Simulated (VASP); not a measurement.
# La (Im-3m) in VASP: further runs

The runs below take La through single point, with PBE.

Program: VASP 6.6.1. These are calculated values, not measurements. Logs are shortened: lines on timing, memory, paths and dates and some standing lists are left out, and cuts for length are marked.

**1. The cell of the first run**

The structure is cubic, space group Im-3m (No. 229). The conventional cell has a = 4.200 Å, b = 4.200 Å, c = 4.200 Å, α = 90.00°, β = 90.00°, γ = 90.00°. Within 4.8 Å of La (site symmetry m-3m) lie 14 La at 3.64 to 4.20 Å.

This isn't the form of La at room conditions, which is double hcp.

**2. Single point, PBE**

The input, INCAR:

```
ALGO     = Normal         # electronic algorithm
EDIFF    = 1E-6           # SCF threshold, eV
ENCUT    = 520            # plane-wave cutoff, eV
GGA      = PE             # functional
ISIF     = 2              # what is computed and relaxed
ISMEAR   = -1             # smearing method
LASPH    = T              # aspherical terms in the spheres
LCHARG   = F              # write CHGCAR
LREAL    = F              # projectors in reciprocal space
LWAVE    = F              # write WAVECAR
NBANDS   = 12             # bands
NELM     = 80             # most SCF steps
PREC     = Accurate       # precision mode
SIGMA    = 0.06122561905347299 # smearing width, eV
```

The input, KPOINTS:

```
k-points
0
Gamma
  12 12 12
```

The input, POSCAR:

```
La
1.0
   -2.1002160889      2.1002160889      2.1002160889
    2.1002160889     -2.1002160889      2.1002160889
    2.1002160889      2.1002160889     -2.1002160889
La
1
Direct
    0.0000000000      0.0000000000      0.0000000000
```

Potentials or basis: VASP PAW PBE potentials, release 64 (La).

Started as:

```bash
$ cat potpaw_PBE.64/La/POTCAR > POTCAR
$ mpirun -np 1 vasp_std > vasp.out
```

OUTCAR:

```text
EDIFF = 1E-6
   ENCUT = 520
   GGA = PE
   ISIF = 2
   ISMEAR = -1
   LASPH = T
   LREAL = F
   NELM = 80
   PREC = Accurate

 ion  position               nearest neighbor table
   1  0.000  0.000  0.000-

  LATTYP: Found a body centered cubic cell.
 ALAT       =     4.2004321778

  Lattice vectors:

 A1 = (  -2.1002160889,   2.1002160889,   2.1002160889)
 A2 = (   2.1002160889,  -2.1002160889,   2.1002160889)
 A3 = (   2.1002160889,   2.1002160889,  -2.1002160889)

Analysis of symmetry for initial positions (statically):
=====================================================================
 Subroutine PRICEL returns:
 Original cell was already a primitive cell.

 Routine SETGRP: Setting up the symmetry group for a
 body centered cubic supercell.

 Subroutine GETGRP returns: Found 48 space group operations
 (whereof 48 operations were pure point group operations)
 out of a pool of 48 trial point group operations.

The static configuration has the point symmetry O_h .

Analysis of symmetry for dynamics (positions and initial velocities):
=====================================================================
 Subroutine PRICEL returns:
 Original cell was already a primitive cell.

 Routine SETGRP: Setting up the symmetry group for a
 body centered cubic supercell.

 Subroutine GETGRP returns: Found 48 space group operations
 (whereof 48 operations were pure point group operations)
 out of a pool of 48 trial point group operations.

The dynamic configuration has the point symmetry O_h .

 Subroutine INISYM returns: Found 48 space group operations
 (whereof 48 operations are pure point group operations),
 and found     1 'primitive' translations

----------------------------------------------------------------------------------------

                                     Primitive cell

  volume of cell :      37.0554

  direct lattice vectors                    reciprocal lattice vectors
    -2.100216089  2.100216089  2.100216089     0.000000000  0.238070741  0.238070741
     2.100216089 -2.100216089  2.100216089     0.238070741  0.000000000  0.238070741
     2.100216089  2.100216089 -2.100216089     0.238070741  0.238070741  0.000000000

  length of vectors
     3.637680973  3.637680973  3.637680973     0.336682870  0.336682870  0.336682870

  position of ions in fractional coordinates (direct lattice)
     0.000000000  0.000000000  0.000000000

  ion indices of the primitive-cell ions
   primitive index   ion index
                 1           1

----------------------------------------------------------------------------------------

 KPOINTS: k-points

Automatic generation of k-mesh.
 Grid dimensions read from file:
 generate k-points for:   12   12   12

 Generating k-lattice:

  Cartesian coordinates                     Fractional coordinates (reciprocal lattice)
     0.000000000  0.019839228  0.019839228     0.083333333  0.000000000  0.000000000
     0.019839228  0.000000000  0.019839228     0.000000000  0.083333333  0.000000000
     0.019839228  0.019839228  0.000000000     0.000000000  0.000000000  0.083333333

  Length of vectors
     0.028056906  0.028056906  0.028056906

  Shift w.r.t. Gamma in fractional coordinates (k-lattice)
     0.000000000  0.000000000  0.000000000

 Subroutine IBZKPT returns following result:
 ===========================================

 Found     72 irreducible k-points:

 Following reciprocal coordinates:
            Coordinates               Weight
  0.000000  0.000000  0.000000      1.000000
  0.083333  0.000000  0.000000     12.000000
  0.166667  0.000000  0.000000     12.000000
  0.250000  0.000000  0.000000     12.000000
  0.333333  0.000000  0.000000     12.000000
  0.416667  0.000000  0.000000     12.000000
[... 16 lines left out ...]
  0.333333  0.083333  0.083333     24.000000
  0.416667  0.083333  0.083333     12.000000
 [... further k-points ...]
   k-points           NKPTS =     72   k-points in BZ     NKDIM =     72   number of bands    NBANDS=     12
   number of dos      NEDOS =    301   number of ions     NIONS =      1
   total plane-waves  NPLWV =  21952
   dimension x,y,z NGX =    28 NGY =   28 NGZ =   28
   dimension x,y,z NGXF=    56 NGYF=   56 NGZF=   56
   ions per type =               1
   NGX,Y,Z   is equivalent  to a cutoff of  12.80, 12.80, 12.80 a.u.
   NGXF,Y,Z  is equivalent  to a cutoff of  25.59, 25.59, 25.59 a.u.
 SYSTEM =  unknown system
   PREC   = accura    normal or accurate (medium, high low for compatibility)
   ISTART =      0    job   : 0-new  1-cont  2-samecut
   ICHARG =      2    charge: 1-file 2-atom 10-const
   ISPIN  =      1    spin polarized calculation?
   LNONCOLLINEAR =      F non collinear calculations
   LSORBIT =      F    spin-orbit coupling
   LASPH  =      T    aspherical Exc in radial PAW
   ENCUT  =  520.0 eV  38.22 Ry    6.18 a.u.   6.76  6.76  6.76*2*pi/ulx,y,z
   NELM   =     80;   NELMIN=  2; NELMDL= -5     # of ELM steps
   EDIFF  = 0.1E-05   stopping-criterion for ELM
   LREAL  =      F    real-space projection
   EDIFFG = 0.1E-04   stopping-criterion for IOM
   NSW    =      0    number of steps for IOM
   IBRION =     -1    ionic relax: 0-MD 1-quasi-New 2-CG
   NFREE  =      0    steps in history (QN), initial steepest desc. (CG)
   ISIF   =      2    stress and relaxation
   ISYM   =      2    0-nonsym 1-usesym 2-fastsym
   POTIM  = 0.5000    time-step for ionic-motion
   TEBEG  =    0.0;   TEEND  =   0.0 temperature during run
   PSTRESS=    0.0 pullay stress
   NELECT =      11.0000    total number of electrons
   NUPDOWN=      -1.0000    fix difference up-down
   EMIN   =  10.00;   EMAX   =-10.00  energy-range for DOS
   EFERMI =   0.00;   METHOD = LEGACY
   ISMEAR =    -1;   SIGMA  =   0.06  broadening in eV -4-tet -1-fermi 0-gaus
   EFERMI_NEDOS =   21; number of points for ismear=-14 and -15
   IALGO  =     38    algorithm
   IMIX   =      4    mixing-type and parameters
     AMIX     =   0.40;   BMIX     =  1.00
     AMIX_MAG =   1.60;   BMIX_MAG =  1.00
  volume/ion in A,a.u.               =      37.06       250.06
  Fermi-wavevector in a.u.,A,eV,Ry     =   1.092082  2.063735 16.226882  1.192642
  Thomas-Fermi vector in A             =   2.228340
   LORBIT       =      0    0 simple, 1 ext, 2 COOP (PROOUT), +10 PAW based schemes
   GGA     = PE    functional components
   LHFCALC =     F    Hartree Fock is set to
   AEXX    =    0.0000 exact exchange contribution
   IVDW    =     0    specifies the selected vdW correction
   LEPSILON=     F    determine dielectric tensor
   LRPA    =     F    only Hartree local field effects (RPA)
 non-spin polarized calculation
  energy-cutoff  :      520.00
  volume of cell :       37.06
 maximum number of plane-waves:      1012
   NGX = 13   NGY = 13   NGZ = 13

 number of electron      11.0000001 magnetization

 Free energy of the ion-electron system (eV)
  ---------------------------------------------------
  ext. energy  EPLUGINS =         0.00000000
  ---------------------------------------------------
  free energy    TOTEN  =        -4.77379268 eV

  energy without entropy =       -4.73635742  energy(sigma->0) =       -4.75507505

 E-fermi :   7.8815     XC(G=0):  -9.5708

 val. band max:        7.8731755156   @ k =   0.5000   0.5000   0.0833
 cond. band min:       7.8867259035   @ k =   0.2500   0.1667   0.0000
 fundamental gap:      0.0135503878
 Fermi energy:         7.8815448029

 k-point     1 :       0.0000    0.0000    0.0000
  band No.  band energies     occupation
      1     -25.0050      2.00000
      2      -7.9849      2.00000
      3      -7.9849      2.00000
      4      -7.9849      2.00000
      5       4.7069      2.00000
      6       9.3713      0.00000
      7       9.3713      0.00000
      8       9.3713      0.00000
      9       9.3979      0.00000
     10       9.3979      0.00000
     11       9.3979      0.00000
     12      10.1403      0.00000

 k-point     2 :       0.0833    0.0000    0.0000
  band No.  band energies     occupation
      1     -24.9913      2.00000
      2      -8.0902      2.00000
      3      -8.0156      2.00000
      4      -7.9862      2.00000
      5       4.9259      2.00000
      6       9.0363      0.00000
      7       9.0370      0.00000
      8       9.3897      0.00000
      9       9.4494      0.00000
     10       9.6399      0.00000
     11       9.6458      0.00000
     12      10.1178      0.00000

 k-point     3 :       0.1667    0.0000    0.0000
  band No.  band energies     occupation
      1     -24.9536      2.00000
      2      -8.3664      2.00000
      3      -8.0979      2.00000
      4      -7.9898      2.00000
      5       5.4906      2.00000
      6       8.6433      0.00001
      7       8.6507      0.00001
      8       9.3734      0.00000
      9       9.5823      0.00000
     10       9.7739      0.00000
     11       9.8175      0.00000
     12      10.0774      0.00000
[... 286 lines left out ...]
 k-point    23 :       0.3333    0.0833    0.0833
  band No.  band energies     occupation
      1     -24.8029      2.00000
      2      -9.2235      2.00000
      3      -8.4501      2.00000
      4      -8.0989      2.00000
      5       6.5906      2.00000
      6       7.7258      1.85440
      7       9.2124      0.00000
      8       9.5352      0.00000
      9       9.7505      0.00000
     10       9.9338      0.00000
     11       9.9775      0.00000
     12      10.1084      0.00000

 k-point    24 :       0.4167    0.0833    0.0833
  band No.  band energies     occupation
      1     -24.7900      2.00000
      2      -9.2818      2.00000
      3      -8.4925      2.00000
      4      -8.1027      2.00000
      5       6.5258      2.00000
      6       7.6800      1.92833
      7       9.4556      0.00000
      8       9.5354      0.00000
      9       9.7427      0.00000
     10       9.9873      0.00000
     11      10.0106      0.00000
     12      10.1204      0.00000

 [... further k-points ...]
[... 5 lines left out ...]
  --------------------------------------------------------------------------------------
  -------------------------------------------------------------------------------------
  Total        0.1533176      0.1533176      0.1533176      0.0000000     -0.0000000      0.0000000
  in kB        6.6290386      6.6290386      6.6290386      0.0000000     -0.0000000      0.0000000
  external PRESSURE =       6.6290386 kB  Pullay stress =       0.0000000 kB

 VOLUME and BASIS-vectors are now :
 -----------------------------------------------------------------------------
  energy-cutoff  :      520.00
  volume of cell :       37.06
      direct lattice vectors                 reciprocal lattice vectors
    -2.100216089  2.100216089  2.100216089     0.000000000  0.238070741  0.238070741
     2.100216089 -2.100216089  2.100216089     0.238070741  0.000000000  0.238070741
     2.100216089  2.100216089 -2.100216089     0.238070741  0.238070741  0.000000000

 POSITION                                       TOTAL-FORCE (eV/Angst)
 -----------------------------------------------------------------------------------
      0.00000      0.00000      0.00000        -0.000000      0.000000     -0.000000
 -----------------------------------------------------------------------------------
    total drift:                                0.000000      0.000000      0.000000

  FREE ENERGIE OF THE ION-ELECTRON SYSTEM (eV)
  ---------------------------------------------------
  free  energy   TOTEN  =        -4.7737926752 eV

  energy  without entropy=       -4.7363574154  energy(sigma->0) =       -4.75507505
```

Run time: 32 s. Hardware: 1 thread of Intel Xeon Platinum 8488C (Sapphire Rapids), shared host; peak memory 0.19 GiB.

Results:

| Property | Result |
| --- | --- |
| Free energy | -4.7738 eV |
| Pressure | 0.7 GPa |
| Band gap on the k mesh | zero (an odd number of electrons rules out a gap without spin polarisation) |

Caveat: spin-orbit coupling is left out, which moves the levels of the heavy elements.

**3. Single point, PBE**

This run uses another cell than the first one, of 37.81 Å³/atom.

The input, INCAR:

```
PREC = Accurate ; ENCUT = 520
EDIFF = 1E-6 ; ISMEAR = -1
SIGMA = 0.06122561905347299 ; LREAL = False
LASPH = True ; NELM = 100
ALGO = Normal ; ISIF = 2
LWAVE = False ; LCHARG = False
GGA = PE ; NBANDS = 12
```

The input, KPOINTS:

```
Automatic mesh
0
Gamma
  12 12 12
```

The input, POSCAR:

```
La
1.0
   -2.1144071686      2.1144071686      2.1144071686
    2.1144071686     -2.1144071686      2.1144071686
    2.1144071686      2.1144071686     -2.1144071686
La
1
Direct
    0.0000000000      0.0000000000      0.0000000000
```

Potentials or basis: VASP PAW PBE potentials, release 64 (La).

Started as:

```bash
$ cat potpaw_PBE.64/La/POTCAR > POTCAR
$ mpirun -np 1 vasp_std > vasp.out
```

Wall time 38 s (1 thread of Intel Xeon Platinum 8488C (Sapphire Rapids), shared host); peak memory 0.18 GiB.

It converged, with:

| Item | Value |
| --- | --- |
| Free energy | -4.7758 eV |
| Pressure | 0.1 GPa |
| Band gap on the k mesh | zero (an odd number of electrons rules out a gap without spin polarisation) |

Levels at points of the mesh, in eV from the Fermi level:
| k point | band 2 | band 3 | band 4 | band 5 | band 6 | band 7 | band 8 | band 9 |
| --- | --- | --- | --- | --- | --- | --- | --- | --- |
| (0.00, 0.00, 0.00) | -15.94 | -15.94 | -15.94 | -3.19 | 1.47 | 1.47 | 1.47 | 1.48 |
| (0.50, 0.00, 0.00) | -17.24 | -16.35 | -15.96 | -1.78 | -0.18 | 1.49 | 1.55 | 1.81 |
| (0.50, 0.50, 0.50) | -16.82 | -16.82 | -16.82 | -1.84 | -1.84 | 1.62 | 1.77 | 1.77 |

Caveat: spin-orbit coupling is left out, which moves the levels of the heavy elements.
